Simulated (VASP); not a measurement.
# As (R-3m) in VASP: notebook, part 2 of 2

VASP 6.6.1. Earlier steps stand in the parts before.

### Step 4. Single point, PBE+D4

This run uses another cell than the first one, of 21.33 Å³/atom, 0.954 times its volume.

INCAR reads:

```
SYSTEM = As
ALGO = Normal ; EDIFF = 1E-6
ENCUT = 500 ; GGA = PE
GGA_COMPAT = .FALSE. ; ISIF = 2
ISMEAR = 1 ; ISYM = 0
IVDW = 13 ; LASPH = .TRUE.
LCHARG = .FALSE. ; LREAL = .FALSE.
LWAVE = .FALSE. ; NBANDS = 12
NELM = 120 ; PREC = Accurate
SIGMA = 0.1
```

KPOINTS reads:

```
Automatic mesh
0
Gamma
  3 3 3
  0 0 0.5
```

POSCAR reads:

```
As
1.0
    1.8797494575      1.0852738553      3.4857700000
   -1.8797494575      1.0852738553      3.4857700000
    0.0000000000     -2.1705477106      3.4857700000
As
2
Direct
    0.3425400000      0.9125400000      0.3925400000
    0.8874600000      1.4574600000      0.9374600000
```

Potentials or basis: VASP PAW PBE potentials, release 64 (As).

Command:

```console
$ cat potpaw_PBE.64/As/POTCAR > POTCAR
$ mpirun -np 1 vasp_std > vasp.out
```

OUTCAR:

```text
SYSTEM = As
   EDIFF = 1E-6
   ENCUT = 500
   GGA = PE
   ISIF = 2
   ISMEAR = 1
   ISYM = 0
   IVDW = 13
   LASPH = .TRUE.
   LREAL = .FALSE.
   NELM = 120
   PREC = Accurate

 ion  position               nearest neighbor table
   1  0.343  0.913  0.393-   2 2.52   2 2.52   2 2.52
   2  0.887  0.457  0.937-   1 2.52   1 2.52   1 2.52

IMPORTANT INFORMATION: All symmetrisations will be switched off!
NOSYMM: (Re-)initialisation of all symmetry stuff for point group C_1.

----------------------------------------------------------------------------------------

[... 516 lines left out ...]
  Edisp (eV):   -0.91052

  FORCE on cell =-STRESS in cart. coord.  units (eV):
  Direction    XX          YY          ZZ          XY          YZ          ZX
  --------------------------------------------------------------------------------------
  -------------------------------------------------------------------------------------
  Total       0.05423     0.05423     0.11823    -0.00000    -0.00000     0.00001
  in kB       2.03637     2.03629     4.43950    -0.00010    -0.00013     0.00025
  external pressure =        2.84 kB  Pullay stress =        0.00 kB

 VOLUME and BASIS-vectors are now :
 -----------------------------------------------------------------------------
  energy-cutoff  :      500.00
  volume of cell :       42.67
      direct lattice vectors                 reciprocal lattice vectors
     1.879749457  1.085273855  3.485770000     0.265992895  0.153571070  0.095626887
    -1.879749457  1.085273855  3.485770000    -0.265992895  0.153571070  0.095626887
     0.000000000 -2.170547711  3.485770000     0.000000000 -0.307142139  0.095626887

 POSITION                                       TOTAL-FORCE (eV/Angst)
 -----------------------------------------------------------------------------------
     -1.07146      0.51008      5.74322        -0.000004      0.000003      0.171963
      0.80829     -0.57520      7.95585         0.000004     -0.000003     -0.171963
 -----------------------------------------------------------------------------------
    total drift:                                0.000017     -0.000010     -0.000021

  FREE ENERGIE OF THE ION-ELECTRON SYSTEM (eV)
  ---------------------------------------------------
  free  energy   TOTEN  =       -10.1714781297 eV

  energy  without entropy=      -10.1703619937  energy(sigma->0) =      -10.17110608
```

OSZICAR:

```text
N       E                     dE             d eps       ncg     rms          rms(c)
DAV:   1     0.266958463341E+02    0.26696E+02   -0.41929E+03  1008   0.679E+02
DAV:   2    -0.780189855059E+01   -0.34498E+02   -0.33025E+02  1308   0.108E+02
DAV:   3    -0.927212915047E+01   -0.14702E+01   -0.14651E+01  1264   0.230E+01
DAV:   4    -0.927879772537E+01   -0.66686E-02   -0.66638E-02  1188   0.180E+00
DAV:   5    -0.927881498625E+01   -0.17261E-04   -0.17260E-04  1252   0.975E-02    0.337E+00
DAV:   6    -0.926622345442E+01    0.12592E-01   -0.71978E-03  1220   0.515E-01    0.203E+00
DAV:   7    -0.926092422663E+01    0.52992E-02   -0.13297E-02  1216   0.729E-01    0.966E-02
DAV:   8    -0.926090012670E+01    0.24100E-04   -0.10487E-03  1200   0.189E-01    0.389E-02
DAV:   9    -0.926095128994E+01   -0.51163E-04   -0.82256E-05  1276   0.584E-02    0.270E-02
DAV:  10    -0.926095667307E+01   -0.53831E-05   -0.96046E-06  1176   0.206E-02    0.292E-03
DAV:  11    -0.926095683340E+01   -0.16033E-06   -0.89984E-07  1080   0.601E-03
   1 F= -.10171478E+02 E0= -.10171106E+02  d E =-.111614E-02
```

stdout:

```text
POSCAR found type information on POSCAR As
 POSCAR found :  1 types and       2 ions
 scaLAPACK will be used
 LDA part: xc-table for (Slater+PW92), standard interpolation
 POSCAR, INCAR and KPOINTS ok, starting setup
 FFT: planning ... GRIDC
 FFT: planning ... GRID_SOFT
 FFT: planning ... GRID
 WAVECAR not read
 entering main loop
```

It took 40 s on 1 thread of Intel Xeon 8259CL, shared host; peak memory 0.17 GiB.

What came out:

```yaml
Free_energy: -10.1715 eV
Pressure: 0.3 GPa
Largest_force: 0.172 eV/Å
Band_gap_on_the_k_mesh: 0.02 eV, direct
Dispersion_energy_per_atom: -0.455 eV
```

Forces in eV/Å, atoms in the order of the input:
```
As   0.000  0.000  0.172
As   0.000  0.000 -0.172
```

Levels at points of the mesh, in eV from the valence-band top:
| k point | band 1 | band 2 | band 3 | band 4 | band 5 | band 6 | band 7 | band 8 | band 9 | band 10 |
| --- | --- | --- | --- | --- | --- | --- | --- | --- | --- | --- |
| (0.00, 0.00, 0.50) | -12.00 | -10.81 | -2.45 | -2.40 | 0.00 | 0.02 | 0.62 | 1.61 | 9.39 | 9.56 |
| (0.00, 0.50, 0.00) | -12.00 | -10.81 | -2.45 | -2.40 | 0.00 | 0.02 | 0.62 | 1.61 | 9.39 | 9.56 |
| (0.50, 0.00, 0.00) | -12.00 | -10.81 | -2.45 | -2.40 | 0.00 | 0.02 | 0.62 | 1.61 | 9.39 | 9.56 |

Caveat: the k points lie up to 0.67 Å⁻¹ apart. A k mesh can miss the band edges.

### Step 5. Single point, revPBE

This run uses another cell than the first one, of 23.47 Å³/atom, 1.049 times its volume.

INCAR reads:

```
SYSTEM = As
  PREC = Accurate
  ENCUT = 500
  EDIFF = 1E-6
  ISMEAR = 1
  SIGMA = 0.016
  LREAL = .False.
  LASPH = .True.
  NELM = 120
  ALGO = Normal
  ISIF = 2
  LWAVE = .False.
  LCHARG = .False.
  GGA = RE
  ISYM = 0
  NBANDS = 12
  GGA_COMPAT = .False.
```

KPOINTS reads:

```
Automatic mesh
0
Gamma
  3 3 3
  0.5 0.5 0
```

POSCAR reads:

```
As
1.0
    1.9404279870      1.1203066206      3.5982910581
   -1.9404279870      1.1203066206      3.5982910581
    0.0000000000     -2.2406132413      3.5982910581
As
2
Direct
    0.2275400000      0.2275400000      0.2275400000
    0.7724600000      0.7724600000      0.7724600000
```

Potentials or basis: VASP PAW PBE potentials, release 64 (As).

Command:

```console
$ cat potpaw_PBE.64/As/POTCAR > POTCAR
$ mpirun -np 1 vasp_std > vasp.out
```

OUTCAR:

```text
SYSTEM = As
   PREC = Accurate
   ENCUT = 500
   EDIFF = 1E-6
   ISMEAR = 1
   LREAL = .False.
   LASPH = .True.
   NELM = 120
   ISIF = 2
   GGA = RE
   ISYM = 0

 ion  position               nearest neighbor table
   1  0.228  0.228  0.228-   2 2.60   2 2.60   2 2.60
   2  0.772  0.772  0.772-   1 2.60   1 2.60   1 2.60

IMPORTANT INFORMATION: All symmetrisations will be switched off!
NOSYMM: (Re-)initialisation of all symmetry stuff for point group C_1.

----------------------------------------------------------------------------------------
[... 511 lines left out ...]

  FORCE on cell =-STRESS in cart. coord.  units (eV):
  Direction    XX          YY          ZZ          XY          YZ          ZX
  --------------------------------------------------------------------------------------
  -------------------------------------------------------------------------------------
  Total       -0.8491657     -0.8491657      0.0636432      0.0000000      0.0000000      0.0000001
  in kB      -28.9881869    -28.9881865      2.1726052      0.0000009      0.0000002      0.0000019
  external PRESSURE =     -18.6012561 kB  Pullay stress =       0.0000000 kB

 VOLUME and BASIS-vectors are now :
 -----------------------------------------------------------------------------
  energy-cutoff  :      500.00
  volume of cell :       46.93
      direct lattice vectors                 reciprocal lattice vectors
     1.940427987  1.120306621  3.598291058     0.257675113  0.148768796  0.092636568
    -1.940427987  1.120306621  3.598291058    -0.257675113  0.148768796  0.092636568
     0.000000000 -2.240613241  3.598291058     0.000000000 -0.297537591  0.092636568

 POSITION                                       TOTAL-FORCE (eV/Angst)
 -----------------------------------------------------------------------------------
      0.00000     -0.00000      2.45627         0.000000     -0.000000     -0.056488
      0.00000     -0.00000      8.33861        -0.000000      0.000000      0.056488
 -----------------------------------------------------------------------------------
    total drift:                                0.000000      0.000000     -0.000000

  FREE ENERGIE OF THE ION-ELECTRON SYSTEM (eV)
  ---------------------------------------------------
  free  energy   TOTEN  =        -8.7878105049 eV

  energy  without entropy=       -8.7878792208  energy(sigma->0) =       -8.78783341
```

OSZICAR:

```text
N       E                     dE             d eps       ncg     rms          rms(c)
DAV:   1     0.270409679611E+02    0.27041E+02   -0.40042E+03  1008   0.657E+02
DAV:   2    -0.723596090747E+01   -0.34277E+02   -0.32731E+02  1360   0.105E+02
DAV:   3    -0.877712743352E+01   -0.15412E+01   -0.15372E+01  1268   0.229E+01
DAV:   4    -0.878503290400E+01   -0.79055E-02   -0.78358E-02  1188   0.191E+00
DAV:   5    -0.878498690061E+01    0.46003E-04   -0.22712E-04  1232   0.107E-01    0.293E+00
DAV:   6    -0.878619933664E+01   -0.12124E-02   -0.39662E-03  1176   0.432E-01    0.177E+00
DAV:   7    -0.878744669371E+01   -0.12474E-02   -0.10094E-02  1128   0.700E-01    0.107E-01
DAV:   8    -0.878770478026E+01   -0.25809E-03   -0.66184E-04  1220   0.147E-01    0.364E-02
DAV:   9    -0.878780769736E+01   -0.10292E-03   -0.13264E-04  1116   0.731E-02    0.134E-02
DAV:  10    -0.878780999939E+01   -0.23020E-05   -0.87294E-06  1244   0.172E-02    0.355E-03
DAV:  11    -0.878781050493E+01   -0.50553E-06   -0.19908E-06  1088   0.923E-03
   1 F= -.87878105E+01 E0= -.87878334E+01  d E =0.687159E-04
```

Run time: 28 s. Hardware: 1 thread of Intel Xeon 8259CL, shared host; peak memory 0.18 GiB.

What came out:

| Quantity | Value |
| --- | --- |
| Free energy | -8.7878 eV |
| Pressure | -1.9 GPa |
| Largest force | 0.056 eV/Å |
| Band gap on the k mesh | 0.77 eV, direct |

Forces in eV/Å, atoms in the order of the input:
```
As   0.000  0.000 -0.056
As   0.000  0.000  0.056
```

Caveat: the k points lie up to 0.65 Å⁻¹ apart; the PAW data sets were made with another functional, which shifts forces and pressure a little. A k mesh can miss the band edges.

### Step 6. Single point, PBE

This run uses another cell than the first one, of 21.33 Å³/atom, 0.954 times its volume.

INCAR reads:

```
ALGO = Normal
EDIFF = 1E-6
ENCUT = 500
GGA = PE
GGA_COMPAT = F
ISIF = 2
ISMEAR = -4
LASPH = T
LCHARG = F
LREAL = F
LWAVE = F
NBANDS = 12
NELM = 120
PREC = Accurate
SIGMA = 0.1
```

KPOINTS reads:

```
k-points
0
Gamma
  5 5 5
```

POSCAR reads:

```
As
1.0
    1.8797494575      1.0852738553      3.4857700000
   -1.8797494575      1.0852738553      3.4857700000
    0.0000000000     -2.1705477106      3.4857700000
As
2
Direct
    0.2275400000      0.2275400000      0.2275400000
    0.7724600000      0.7724600000      0.7724600000
```

Potentials or basis: VASP PAW PBE potentials, release 64 (As).

Command:

```console
$ cat potpaw_PBE.64/As/POTCAR > POTCAR
$ mpirun -np 1 vasp_std > vasp.out
```

OUTCAR:

```text
EDIFF = 1E-6
   ENCUT = 500
   GGA = PE
   ISIF = 2
   ISMEAR = -4
   LASPH = T
   LREAL = F
   NELM = 120
   PREC = Accurate

 ion  position               nearest neighbor table
   1  0.228  0.228  0.228-   2 2.52   2 2.52   2 2.52
   2  0.772  0.772  0.772-   1 2.52   1 2.52   1 2.52

  LATTYP: Found a trigonal (rhomboedric) cell.
 ALAT       =     4.1063207202
 COS(alpha) =     0.5808936906

  Lattice vectors:
[... 465 lines left out ...]
     11      14.9074      0.00000
     12      17.5989      0.00000

------------------------ aborting loop because EDIFF is reached ----------------------------------------

  FORCE on cell =-STRESS in cart. coord.  units (eV):
  Direction    XX          YY          ZZ          XY          YZ          ZX
  --------------------------------------------------------------------------------------
  -------------------------------------------------------------------------------------
  Total        1.2379316      1.2379316      0.3363767      0.0000000      0.0000000      0.0000000
  in kB       46.4855468     46.4855468     12.6312753      0.0000000      0.0000000      0.0000000
  external PRESSURE =      35.2007896 kB  Pullay stress =       0.0000000 kB

 VOLUME and BASIS-vectors are now :
 -----------------------------------------------------------------------------
  energy-cutoff  :      500.00
  volume of cell :       42.67
      direct lattice vectors                 reciprocal lattice vectors
     1.879749457  1.085273855  3.485770000     0.265992895  0.153571070  0.095626887
    -1.879749457  1.085273855  3.485770000    -0.265992895  0.153571070  0.095626887
     0.000000000 -2.170547711  3.485770000     0.000000000 -0.307142139  0.095626887

 POSITION                                       TOTAL-FORCE (eV/Angst)
 -----------------------------------------------------------------------------------
      0.00000      0.00000      2.37946         0.000000     -0.000000      0.089742
      0.00000      0.00000      8.07785         0.000000      0.000000     -0.089742
 -----------------------------------------------------------------------------------
    total drift:                               -0.000000      0.000000     -0.000000

  FREE ENERGIE OF THE ION-ELECTRON SYSTEM (eV)
  ---------------------------------------------------
  free  energy   TOTEN  =        -9.3688606589 eV

  energy  without entropy=       -9.3688606589  energy(sigma->0) =       -9.36886066
```

It took 19 s on 1 thread of Intel Xeon 8259CL, shared host; peak memory 0.16 GiB.

Results:

| Item | Value |
| --- | --- |
| Free energy | -9.3689 eV |
| Pressure | 3.5 GPa |
| Largest force | 0.090 eV/Å |
| Band gap on the k mesh | 0.14 eV, indirect (least direct gap 0.56 eV) |

Forces on the atoms (eV/Å):
```
As   0.000  0.000  0.090
As   0.000  0.000 -0.090
```

Levels at points of the mesh, in eV from the valence-band top:
```csv
k point,band 2,band 3,band 4,band 5,band 6,band 7,band 8,band 9
"(0.00, 0.00, 0.00)",-5.84,-2.61,-2.07,-2.07,1.73,2.91,2.91,6.71
```

A k mesh can miss the band edges.

### Step 7. Summary

| level | cell | k mesh | smearing | gap on the mesh (eV) | pressure (GPa) | largest force (eV/Å) |
| --- | --- | --- | --- | --- | --- | --- |
| PBE | a = 4.073 Å, angles 57.2°, 2 atoms | 3 × 3 × 3 | tetrahedron | 1.61 | 0.2 | 0.03 |
| PBE | a = 3.994 Å, angles 54.5°, 2 atoms | 4 × 4 × 4 | gaussian 0.1 eV | 0.02 | 12.5 | 0.54 |
| PBE+D4 | a = 4.106 Å, angles 54.5°, 2 atoms | 3 × 3 × 3, shifted | methfessel-paxton 0.1 eV | 0.02 | 0.3 | 0.17 |
| revPBE | a = 4.239 Å, angles 54.5°, 2 atoms | 3 × 3 × 3, shifted | methfessel-paxton 0.016 eV | 0.77 | -1.9 | 0.06 |
| PBE | a = 4.106 Å, angles 54.5°, 2 atoms | 5 × 5 × 5 | tetrahedron | 0.14 | 3.5 | 0.09 |

Alike in all rows: task single point; potentials or basis VASP PAW PBE potentials, release 64 (As); no spin polarisation; cutoff (eV) 500.

Caveats: some runs use coarse meshes; the PAW data sets were made with another functional, which shifts forces and pressure a little (some runs).

Total energies depend on the potentials used, so only differences within one code and one set of settings carry meaning.
